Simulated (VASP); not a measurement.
# W (Fm-3m) in VASP: a series of runs

The runs below take W through single point, with RPBE.

All numbers are computed with VASP 6.6.1; they aren't measurements. Logs are shortened: lines on timing, memory, paths and dates and some standing lists are left out, and cuts for length are marked.

### 1 The cell of the first run

Symmetry: Fm-3m, No. 225, cubic system. Conventional cell: a = 3.886 Å, b = 3.886 Å, c = 3.886 Å, α = 90.00°, β = 90.00°, γ = 90.00°. Within 3.6 Å of W (site symmetry m-3m) lie 12 W at 2.75 Å.

This isn't the form of W at room conditions, which is bcc.

### 2 Single point, RPBE (14.67 Å³/atom)

File INCAR:

```
ALGO = Normal
EDIFF = 1E-7
ENCUT = 520
GGA = RP
ISIF = 2
ISMEAR = -1
LASPH = True
LCHARG = False
LREAL = False
LWAVE = False
NBANDS = 13
NELM = 60
PREC = Accurate
SIGMA = 0.1
```

File KPOINTS:

```
k-points
0
Gamma
  15 15 15
```

File POSCAR:

```
W
1.0
    0.0000000000      1.9430848807      1.9430848807
    1.9430848807      0.0000000000      1.9430848807
    1.9430848807      1.9430848807      0.0000000000
W
1
Direct
    0.0000000000      0.0000000000      0.0000000000
```

Potentials or basis: VASP PAW PBE potentials, release 64 (W_sv).

Run with:

```bash
$ cat potpaw_PBE.64/W_sv/POTCAR > POTCAR
$ mpirun -np 1 vasp_std > vasp.out
```

OUTCAR:

```text
EDIFF = 1E-7
   ENCUT = 520
   GGA = RP
   ISIF = 2
   ISMEAR = -1
   LASPH = True
   LREAL = False
   NELM = 60
   PREC = Accurate

 ion  position               nearest neighbor table
   1  0.000  0.000  0.000-

  LATTYP: Found a face centered cubic cell.
 ALAT       =     3.8861697614

  Lattice vectors:

 A1 = (   0.0000000000,   1.9430848807,   1.9430848807)
 A2 = (   1.9430848807,   0.0000000000,   1.9430848807)
 A3 = (   1.9430848807,   1.9430848807,   0.0000000000)

Analysis of symmetry for initial positions (statically):
=====================================================================
 Subroutine PRICEL returns:
 Original cell was already a primitive cell.

 Routine SETGRP: Setting up the symmetry group for a
 face centered cubic supercell.

 Subroutine GETGRP returns: Found 48 space group operations
 (whereof 48 operations were pure point group operations)
 out of a pool of 48 trial point group operations.

The static configuration has the point symmetry O_h .

Analysis of symmetry for dynamics (positions and initial velocities):
=====================================================================
 Subroutine PRICEL returns:
 Original cell was already a primitive cell.

 Routine SETGRP: Setting up the symmetry group for a
 face centered cubic supercell.

 Subroutine GETGRP returns: Found 48 space group operations
 (whereof 48 operations were pure point group operations)
 out of a pool of 48 trial point group operations.

The dynamic configuration has the point symmetry O_h .

 Subroutine INISYM returns: Found 48 space group operations
 (whereof 48 operations are pure point group operations),
 and found     1 'primitive' translations

----------------------------------------------------------------------------------------

                                     Primitive cell

  volume of cell :      14.6725

  direct lattice vectors                    reciprocal lattice vectors
     0.000000000  1.943084881  1.943084881    -0.257322778  0.257322778  0.257322778
     1.943084881  0.000000000  1.943084881     0.257322778 -0.257322778  0.257322778
     1.943084881  1.943084881  0.000000000     0.257322778  0.257322778 -0.257322778

  length of vectors
     2.747936991  2.747936991  2.747936991     0.445696126  0.445696126  0.445696126

  position of ions in fractional coordinates (direct lattice)
     0.000000000  0.000000000  0.000000000

  ion indices of the primitive-cell ions
   primitive index   ion index
                 1           1

----------------------------------------------------------------------------------------

 KPOINTS: k-points

Automatic generation of k-mesh.
 Grid dimensions read from file:
 generate k-points for:   15   15   15

 Generating k-lattice:

  Cartesian coordinates                     Fractional coordinates (reciprocal lattice)
    -0.017154852  0.017154852  0.017154852     0.066666667  0.000000000  0.000000000
     0.017154852 -0.017154852  0.017154852     0.000000000  0.066666667  0.000000000
     0.017154852  0.017154852 -0.017154852     0.000000000  0.000000000  0.066666667

  Length of vectors
     0.029713075  0.029713075  0.029713075

  Shift w.r.t. Gamma in fractional coordinates (k-lattice)
     0.000000000  0.000000000  0.000000000

 Subroutine IBZKPT returns following result:
 ===========================================

 Found    120 irreducible k-points:

 Following reciprocal coordinates:
            Coordinates               Weight
  0.000000  0.000000  0.000000      1.000000
  0.066667  0.000000  0.000000      8.000000
  0.133333  0.000000  0.000000      8.000000
  0.200000  0.000000  0.000000      8.000000
  0.266667  0.000000  0.000000      8.000000
  0.333333  0.000000  0.000000      8.000000
[... 16 lines left out ...]
  0.133333  0.133333  0.000000      6.000000
  0.200000  0.133333  0.000000     24.000000
 [... further k-points ...]
   k-points           NKPTS =    120   k-points in BZ     NKDIM =    120   number of bands    NBANDS=     13
   number of dos      NEDOS =    301   number of ions     NIONS =      1
   total plane-waves  NPLWV =   8000
   dimension x,y,z NGX =    20 NGY =   20 NGZ =   20
   dimension x,y,z NGXF=    40 NGYF=   40 NGZF=   40
   ions per type =               1
   NGX,Y,Z   is equivalent  to a cutoff of  12.10, 12.10, 12.10 a.u.
   NGXF,Y,Z  is equivalent  to a cutoff of  24.20, 24.20, 24.20 a.u.
 SYSTEM =  unknown system
   PREC   = accura    normal or accurate (medium, high low for compatibility)
   ISTART =      0    job   : 0-new  1-cont  2-samecut
   ICHARG =      2    charge: 1-file 2-atom 10-const
   ISPIN  =      1    spin polarized calculation?
   LNONCOLLINEAR =      F non collinear calculations
   LSORBIT =      F    spin-orbit coupling
   LASPH  =      T    aspherical Exc in radial PAW
   ENCUT  =  520.0 eV  38.22 Ry    6.18 a.u.   5.11  5.11  5.11*2*pi/ulx,y,z
   NELM   =     60;   NELMIN=  2; NELMDL= -5     # of ELM steps
   EDIFF  = 0.1E-06   stopping-criterion for ELM
   LREAL  =      F    real-space projection
   EDIFFG = 0.1E-05   stopping-criterion for IOM
   NSW    =      0    number of steps for IOM
   IBRION =     -1    ionic relax: 0-MD 1-quasi-New 2-CG
   NFREE  =      0    steps in history (QN), initial steepest desc. (CG)
   ISIF   =      2    stress and relaxation
   ISYM   =      2    0-nonsym 1-usesym 2-fastsym
   POTIM  = 0.5000    time-step for ionic-motion
   TEBEG  =    0.0;   TEEND  =   0.0 temperature during run
   PSTRESS=    0.0 pullay stress
   NELECT =      14.0000    total number of electrons
   NUPDOWN=      -1.0000    fix difference up-down
   EMIN   =  10.00;   EMAX   =-10.00  energy-range for DOS
   EFERMI =   0.00;   METHOD = LEGACY
   ISMEAR =    -1;   SIGMA  =   0.10  broadening in eV -4-tet -1-fermi 0-gaus
   EFERMI_NEDOS =   21; number of points for ismear=-14 and -15
   IALGO  =     38    algorithm
   IMIX   =      4    mixing-type and parameters
     AMIX     =   0.40;   BMIX     =  1.00
     AMIX_MAG =   1.60;   BMIX_MAG =  1.00
  volume/ion in A,a.u.               =      14.67        99.02
  Fermi-wavevector in a.u.,A,eV,Ry     =   1.611693  3.045659 35.341886  2.597555
  Thomas-Fermi vector in A             =   2.707043
   LORBIT       =      0    0 simple, 1 ext, 2 COOP (PROOUT), +10 PAW based schemes
   GGA     = RP    functional components
   LHFCALC =     F    Hartree Fock is set to
   AEXX    =    0.0000 exact exchange contribution
   IVDW    =     0    specifies the selected vdW correction
   LEPSILON=     F    determine dielectric tensor
   LRPA    =     F    only Hartree local field effects (RPA)
 non-spin polarized calculation
  energy-cutoff  :      520.00
  volume of cell :       14.67
 maximum number of plane-waves:       411
   NGX = 11   NGY = 11   NGZ = 11

 number of electron      14.0000003 magnetization

 Free energy of the ion-electron system (eV)
  ---------------------------------------------------
  ext. energy  EPLUGINS =         0.00000000
  ---------------------------------------------------
  free energy    TOTEN  =       -11.68603207 eV

  energy without entropy =      -11.65454393  energy(sigma->0) =      -11.67028800

 E-fermi :  12.1887     XC(G=0): -14.0216

 val. band max:       12.1870146153   @ k =  -0.2000   0.0667   0.0000
 cond. band min:      12.2000709415   @ k =   0.1333   0.1333   0.0000
 fundamental gap:      0.0130563263
 Fermi energy:        12.1886964590

 k-point     1 :       0.0000    0.0000    0.0000
  band No.  band energies     occupation
      1     -61.3128      2.00000
      2     -24.7640      2.00000
      3     -24.7640      2.00000
      4     -24.7640      2.00000
      5       2.6161      2.00000
      6      11.4729      1.99844
      7      11.4729      1.99844
      8      11.4729      1.99844
      9      15.1459      0.00000
     10      15.1459      0.00000
     11      25.0476      0.00000
     12      30.8598      0.00000
     13      30.8598      0.00000

 k-point     2 :       0.0667    0.0000    0.0000
  band No.  band energies     occupation
      1     -61.3052      2.00000
      2     -24.8424      2.00000
      3     -24.7737      2.00000
      4     -24.7737      2.00000
      5       2.8404      2.00000
      6      11.2943      1.99974
      7      11.5779      1.99556
      8      11.5779      1.99556
      9      15.0401      0.00000
     10      15.0401      0.00000
     11      25.5022      0.00000
     12      29.9634      0.00000
     13      31.2849      0.00000

 k-point     3 :       0.1333    0.0000    0.0000
  band No.  band energies     occupation
      1     -61.2839      2.00000
      2     -25.0603      2.00000
      3     -24.8007      2.00000
      4     -24.8007      2.00000
      5       3.4703      2.00000
      6      10.8740      2.00000
      7      11.8303      1.94596
      8      11.8303      1.94595
      9      14.8365      0.00000
     10      14.8365      0.00000
     11      26.5939      0.00000
     12      28.5771      0.00000
     13      32.4948      0.00000
[... 305 lines left out ...]
 k-point    23 :       0.1333    0.1333    0.0000
  band No.  band energies     occupation
      1     -61.2744      2.00000
      2     -25.0522      2.00000
      3     -24.8655      2.00000
      4     -24.8655      2.00000
      5       3.7603      2.00000
      6      10.3832      2.00000
      7      12.2001      0.94319
      8      12.2001      0.94319
      9      13.7434      0.00000
     10      15.5437      0.00000
     11      27.3296      0.00000
     12      29.7862      0.00000
     13      31.6914      0.00000

 k-point    24 :       0.2000    0.1333    0.0000
  band No.  band energies     occupation
      1     -61.2510      2.00000
      2     -25.2549      2.00000
      3     -24.9164      2.00000
      4     -24.9028      2.00000
      5       4.4502      2.00000
      6       9.9309      2.00000
      7      12.3695      0.28183
      8      12.5554      0.04981
      9      13.4527      0.00001
     10      15.7411      0.00000
     11      28.4533      0.00000
     12      29.1569      0.00000
     13      32.3763      0.00000

 [... further k-points ...]

------------------------ aborting loop because EDIFF is reached ----------------------------------------

  FORCE on cell =-STRESS in cart. coord.  units (eV):
  Direction    XX          YY          ZZ          XY          YZ          ZX
  --------------------------------------------------------------------------------------
  -------------------------------------------------------------------------------------
  Total        4.1945602      4.1945602      4.1945602     -0.0000000     -0.0000000      0.0000000
  in kB      458.0276564    458.0276564    458.0276564     -0.0000000     -0.0000000      0.0000000
  external PRESSURE =     458.0276564 kB  Pullay stress =       0.0000000 kB

 VOLUME and BASIS-vectors are now :
 -----------------------------------------------------------------------------
  energy-cutoff  :      520.00
  volume of cell :       14.67
      direct lattice vectors                 reciprocal lattice vectors
     0.000000000  1.943084881  1.943084881    -0.257322778  0.257322778  0.257322778
     1.943084881  0.000000000  1.943084881     0.257322778 -0.257322778  0.257322778
     1.943084881  1.943084881  0.000000000     0.257322778  0.257322778 -0.257322778

 POSITION                                       TOTAL-FORCE (eV/Angst)
 -----------------------------------------------------------------------------------
      0.00000      0.00000      0.00000        -0.000000     -0.000000     -0.000000
 -----------------------------------------------------------------------------------
    total drift:                                0.000000      0.000000      0.000000

  FREE ENERGIE OF THE ION-ELECTRON SYSTEM (eV)
  ---------------------------------------------------
  free  energy   TOTEN  =       -11.6860320708 eV

  energy  without entropy=      -11.6545439308  energy(sigma->0) =      -11.67028800
```

Run time: 26 s. Hardware: 1 thread of Intel Xeon 8259CL, shared host; peak memory 0.14 GiB.

Results:

* Free energy: -11.6860 eV
* Pressure: 45.8 GPa
* Band gap on the k mesh: zero (bands 7 and 8 overlap by 4.22 eV)

Caveat: the cell stands under pressure; the PAW data sets were made with another functional, which shifts forces and pressure a little; spin-orbit coupling is left out, which moves the levels of the heavy elements.

(Continued in part 2 of 3.)
